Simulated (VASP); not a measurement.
# Te (P3_121) in VASP: relaxation of shape and atoms at fixed volume with PBE

Aim: the relaxation of shape and atoms at fixed volume of Te with PBE.

Everything below comes from runs of VASP 6.6.1. Logs are shortened: lines on timing, memory, paths and dates and some standing lists are left out, and cuts for length are marked.

## Step 1: The cell of the first run

It takes space group P3_121 (No. 152, trigonal). The conventional cell has a = 4.632 Å, b = 4.632 Å, c = 6.009 Å, α = 90.00°, β = 90.00°, γ = 120.00°. Within 3.8 Å of Te (site symmetry 2) lie 6 Te at 2.91 to 3.61 Å.

## Step 2: Relaxation of shape and atoms at fixed volume, PBE (37.21 Å³/atom)

File INCAR:

```
PREC = Accurate
ENCUT = 600
EDIFF = 1E-6
ISMEAR = 0
SIGMA = 0.01
LREAL = F
LASPH = T
NELM = 100
ALGO = Normal
ISIF = 4
LWAVE = F
LCHARG = F
GGA = PE
IBRION = 2
NSW = 50
EDIFFG = -0.01
```

File KPOINTS:

```
regular mesh
0
Gamma
  12 12 6
```

File POSCAR:

```
Te
1.0
    4.6318238601      0.0000000000      0.0000000000
   -2.3159119301      4.0112771287      0.0000000000
    0.0000000000      0.0000000000      6.0087554905
Te
3
Direct
    0.2623795037      0.0000000000      0.3333333333
    0.0000000000      0.2623795037      0.6666666667
    0.7376204963      0.7376204963      0.0000000000
```

Potentials or basis: VASP PAW PBE potentials, release 64 (Te).

On the command line:

```
cat potpaw_PBE.64/Te/POTCAR > POTCAR
mpirun -np 1 vasp_std > vasp.out
```

OUTCAR:

```text
PREC = Accurate
   ENCUT = 600
   EDIFF = 1E-6
   ISMEAR = 0
   LREAL = F
   LASPH = T
   NELM = 100
   ISIF = 4
   GGA = PE
   IBRION = 2
   NSW = 50
   EDIFFG = -0.01

 ion  position               nearest neighbor table
   1  0.262  0.000  0.333-   3 2.91   2 2.91   3 3.61   3 3.61   2 3.61   2 3.61
   2  0.000  0.262  0.667-   3 2.91   1 2.91   3 3.61   3 3.61   1 3.61   1 3.61
   3  0.738  0.738  0.000-   1 2.91   2 2.91   2 3.61   1 3.61   1 3.61   2 3.61

  LATTYP: Found a hexagonal cell.
 ALAT       =     4.6318238601
 C/A-ratio  =     1.2972763369

  Lattice vectors:

 A1 = (   4.6318238601,   0.0000000000,   0.0000000000)
 A2 = (  -2.3159119301,   4.0112771287,   0.0000000000)
 A3 = (   0.0000000000,   0.0000000000,   6.0087554905)

Analysis of symmetry for initial positions (statically):
=====================================================================
 Subroutine PRICEL returns:
 Original cell was already a primitive cell.

 Routine SETGRP: Setting up the symmetry group for a
 hexagonal supercell.

 Subroutine GETGRP returns: Found  6 space group operations
 (whereof  2 operations were pure point group operations)
 out of a pool of 24 trial point group operations.

The static configuration has the point symmetry C_2 .
 The point group associated with its full space group is D_3 .

Analysis of symmetry for dynamics (positions and initial velocities):
=====================================================================
 Subroutine PRICEL returns:
 Original cell was already a primitive cell.

 Routine SETGRP: Setting up the symmetry group for a
 hexagonal supercell.

 Subroutine GETGRP returns: Found  6 space group operations
 (whereof  2 operations were pure point group operations)
 out of a pool of 24 trial point group operations.

The dynamic configuration has the point symmetry C_2 .
 The point group associated with its full space group is D_3 .

 Subroutine INISYM returns: Found  6 space group operations
 (whereof  2 operations are pure point group operations),
 and found     1 'primitive' translations

----------------------------------------------------------------------------------------

                                     Primitive cell

  volume of cell :     111.6398

  direct lattice vectors                    reciprocal lattice vectors
     4.631823860  0.000000000  0.000000000     0.215897674  0.124648580  0.000000000
    -2.315911930  4.011277129  0.000000000     0.000000000  0.249297161  0.000000000
     0.000000000  0.000000000  6.008755490     0.000000000  0.000000000  0.166423813

  length of vectors
     4.631823860  4.631823860  6.008755490     0.249297161  0.249297161  0.166423813

  position of ions in fractional coordinates (direct lattice)
     0.262379504  0.000000000  0.333333333
     0.000000000  0.262379504  0.666666667
     0.737620496  0.737620496  0.000000000

  ion indices of the primitive-cell ions
   primitive index   ion index
                 1           1
                 2           2
                 3           3

----------------------------------------------------------------------------------------

 KPOINTS: regular mesh

Automatic generation of k-mesh.
 Grid dimensions read from file:
 generate k-points for:   12   12    6

 Generating k-lattice:

  Cartesian coordinates                     Fractional coordinates (reciprocal lattice)
     0.017991473  0.010387382  0.000000000     0.083333333  0.000000000  0.000000000
     0.000000000  0.020774763  0.000000000     0.000000000  0.083333333  0.000000000
     0.000000000  0.000000000  0.027737302     0.000000000  0.000000000  0.166666667

  Length of vectors
     0.020774763  0.020774763  0.027737302

  Shift w.r.t. Gamma in fractional coordinates (k-lattice)
     0.000000000  0.000000000  0.000000000

 Subroutine IBZKPT returns following result:
 ===========================================

 Found    100 irreducible k-points:

 Following reciprocal coordinates:
            Coordinates               Weight
  0.000000  0.000000  0.000000      1.000000
  0.083333 -0.000000  0.000000      6.000000
  0.166667 -0.000000  0.000000      6.000000
  0.250000 -0.000000  0.000000      6.000000
  0.333333 -0.000000  0.000000      6.000000
  0.416667 -0.000000  0.000000      6.000000
[... 16 lines left out ...]
  0.166667 -0.000000  0.166667      6.000000
  0.000000  0.166667  0.166667      6.000000
 [... further k-points ...]
   k-points           NKPTS =    100   k-points in BZ     NKDIM =    100   number of bands    NBANDS=     13
   number of dos      NEDOS =    301   number of ions     NIONS =      3
   total plane-waves  NPLWV =  76800
   dimension x,y,z NGX =    40 NGY =   40 NGZ =   48
   dimension x,y,z NGXF=    80 NGYF=   80 NGZF=   96
   ions per type =               3
   NGX,Y,Z   is equivalent  to a cutoff of  14.36, 14.36, 13.28 a.u.
   NGXF,Y,Z  is equivalent  to a cutoff of  28.71, 28.71, 26.56 a.u.
 SYSTEM =  unknown system
   PREC   = accura    normal or accurate (medium, high low for compatibility)
   ISTART =      0    job   : 0-new  1-cont  2-samecut
   ICHARG =      2    charge: 1-file 2-atom 10-const
   ISPIN  =      1    spin polarized calculation?
   LNONCOLLINEAR =      F non collinear calculations
   LSORBIT =      F    spin-orbit coupling
   LASPH  =      T    aspherical Exc in radial PAW
   ENCUT  =  600.0 eV  44.10 Ry    6.64 a.u.   9.25  9.25 12.00*2*pi/ulx,y,z
   NELM   =    100;   NELMIN=  2; NELMDL= -5     # of ELM steps
   EDIFF  = 0.1E-05   stopping-criterion for ELM
   LREAL  =      F    real-space projection
   EDIFFG = -.1E-01   stopping-criterion for IOM
   NSW    =     50    number of steps for IOM
   IBRION =      2    ionic relax: 0-MD 1-quasi-New 2-CG
   NFREE  =      1    steps in history (QN), initial steepest desc. (CG)
   ISIF   =      4    stress and relaxation
   ISYM   =      2    0-nonsym 1-usesym 2-fastsym
   POTIM  = 0.5000    time-step for ionic-motion
   TEBEG  =    0.0;   TEEND  =   0.0 temperature during run
   PSTRESS=    0.0 pullay stress
   NELECT =      18.0000    total number of electrons
   NUPDOWN=      -1.0000    fix difference up-down
   EMIN   =  10.00;   EMAX   =-10.00  energy-range for DOS
   EFERMI =   0.00;   METHOD = LEGACY
   ISMEAR =     0;   SIGMA  =   0.01  broadening in eV -4-tet -1-fermi 0-gaus
   EFERMI_NEDOS =   21; number of points for ismear=-14 and -15
   IALGO  =     38    algorithm
   IMIX   =      4    mixing-type and parameters
     AMIX     =   0.40;   BMIX     =  1.00
     AMIX_MAG =   1.60;   BMIX_MAG =  1.00
  volume/ion in A,a.u.               =      37.21       251.13
  Fermi-wavevector in a.u.,A,eV,Ry     =   0.891031  1.683804 10.802147  0.793935
  Thomas-Fermi vector in A             =   2.012798
   LORBIT       =      0    0 simple, 1 ext, 2 COOP (PROOUT), +10 PAW based schemes
   GGA     = PE    functional components
   LHFCALC =     F    Hartree Fock is set to
   AEXX    =    0.0000 exact exchange contribution
   IVDW    =     0    specifies the selected vdW correction
   LEPSILON=     F    determine dielectric tensor
   LRPA    =     F    only Hartree local field effects (RPA)
 conjugate gradient relaxation of ions
 non-spin polarized calculation
 Gauss-broadening in eV      SIGMA  =   0.01
  energy-cutoff  :      600.00
  volume of cell :      111.64
 maximum number of plane-waves:      3780
 NGX is ok and might be reduce to    40
   NGX = 19   NGY = 19   NGZ = 25

--------------------------------------- Ionic step        1  -------------------------------------------

 number of electron      18.0000001 magnetization

 Free energy of the ion-electron system (eV)
  ---------------------------------------------------
  ext. energy  EPLUGINS =         0.00000000
  ---------------------------------------------------
  free energy    TOTEN  =        -9.40737637 eV

  energy without entropy =       -9.40737637  energy(sigma->0) =       -9.40737637

------------------------ aborting loop because EDIFF is reached ----------------------------------------

  FORCE on cell =-STRESS in cart. coord.  units (eV):
  Direction    XX          YY          ZZ          XY          YZ          ZX
  --------------------------------------------------------------------------------------
  -------------------------------------------------------------------------------------
  Total       -0.9388764     -0.9388764     -1.3138565      0.0000000     -0.0000000      0.0000000
  in kB      -13.4741008    -13.4741008    -18.8555540      0.0000000     -0.0000000      0.0000000
  external PRESSURE =     -15.2679185 kB  Pullay stress =       0.0000000 kB
[... 96 lines left out ...]
  energy  without entropy=       -9.4145321155  energy(sigma->0) =       -9.41453212

--------------------------------------- Ionic step        4  -------------------------------------------

 number of electron      17.9999999 magnetization

 Free energy of the ion-electron system (eV)
  ---------------------------------------------------
  ext. energy  EPLUGINS =         0.00000000
  ---------------------------------------------------
  free energy    TOTEN  =        -9.41466762 eV

  energy without entropy =       -9.41466762  energy(sigma->0) =       -9.41466762

 E-fermi :   4.8612     XC(G=0):  -8.6389

 val. band max:        4.7893520719   @ k =   0.3333   0.3333   0.5000
 cond. band min:       5.1819438966   @ k =   0.3333   0.3333   0.5000
 fundamental gap:      0.3925918247
 Fermi energy:         4.8611749485

 k-point     1 :       0.0000    0.0000    0.0000
  band No.  band energies     occupation
      1      -8.2905      2.00000
      2      -5.2226      2.00000
      3      -5.2226      2.00000
      4       1.8576      2.00000
      5       2.0329      2.00000
      6       2.0329      2.00000
      7       3.2964      2.00000
      8       3.2964      2.00000
      9       4.2157      2.00000
     10       5.8825      0.00000
     11       5.8825      0.00000
     12       6.3475      0.00000
     13       9.9663      0.00000
[... 353 lines left out ...]
 k-point    24 :       0.0000    0.1667    0.1667
  band No.  band energies     occupation
      1      -8.0521      2.00000
      2      -6.0308      2.00000
      3      -4.5020      2.00000
      4       1.1199      2.00000
      5       1.2790      2.00000
      6       1.9925      2.00000
      7       3.6301      2.00000
      8       3.9435      2.00000
      9       4.2390      2.00000
     10       5.5767      0.00000
     11       5.7028      0.00000
     12       6.2398      0.00000
     13       9.1482      0.00000

 [... further k-points ...]

------------------------ aborting loop because EDIFF is reached ----------------------------------------

  FORCE on cell =-STRESS in cart. coord.  units (eV):
  Direction    XX          YY          ZZ          XY          YZ          ZX
  --------------------------------------------------------------------------------------
  -------------------------------------------------------------------------------------
  Total       -0.5355463     -0.5355463     -0.5162447      0.0000000      0.0000000      0.0000000
  in kB       -7.6857873     -7.6857873     -7.4087848      0.0000000      0.0000000      0.0000000
  external PRESSURE =      -7.5934531 kB  Pullay stress =       0.0000000 kB
[... 18 lines left out ...]
  FREE ENERGIE OF THE ION-ELECTRON SYSTEM (eV)
  ---------------------------------------------------
  free  energy   TOTEN  =        -9.4146676168 eV

  energy  without entropy=       -9.4146676168  energy(sigma->0) =       -9.41466762

 reached required accuracy - stopping structural energy minimisation
```

Run time: 5.3 min. Hardware: 1 thread of Oxide Virtual Turin-like, shared host; peak memory 0.34 GiB.

What came out:

```yaml
Free_energy: -9.4147 eV
Energy_gained_by_relaxing: 2.4 meV/atom
Ionic_steps: 4
Pressure_after_relaxing: -0.8 GPa
Band_gap_on_the_k_mesh: 0.39 eV
```

Forces on the atoms (eV/Å):
```
Te  -0.002  0.000  0.000
Te   0.001 -0.002  0.000
Te   0.001  0.002  0.000
```

The path:
```tsv
step	energy change (eV)	largest force (eV/Å)	pressure (GPa)	volume (Å³)
1	0.0000	0.1398	-1.53	111.64
2	-0.0037	0.1011	-1.30	111.64
3	-0.0072	0.0228	-0.87	111.64
4	-0.0073	0.0021	-0.76	111.64
```

Final structure:
```xyz
3
Lattice="4.6625 0.0000 0.0000 -2.3312 4.0378 0.0000 0.0000 0.0000 5.9300" Properties=species:S:1:pos:R:3 pbc="T T T"
Te    1.2012    0.0000    1.9767
Te   -0.6006    1.0402    3.9533
Te    1.7307    2.9976    0.0000
```

Levels at points of the mesh, in eV from the valence-band top:
```csv
k point,band 6,band 7,band 8,band 9,band 10,band 11,band 12,band 13
"(0.00, 0.00, 0.00)",-2.76,-1.49,-1.49,-0.57,1.09,1.09,1.56,5.18
"(0.50, 0.00, 0.00)",-3.15,-2.90,-1.03,-0.76,1.09,1.21,3.50,3.50
"(0.00, 0.00, 0.50)",-2.53,-1.15,-1.05,-1.05,0.64,0.64,0.70,4.50
"(0.50, 0.00, 0.50)",-3.39,-2.03,-1.65,-0.05,1.05,1.99,2.42,4.86
```

Caveat: spin-orbit coupling is left out, which moves the levels of the heavy elements. A k mesh can miss the band edges.
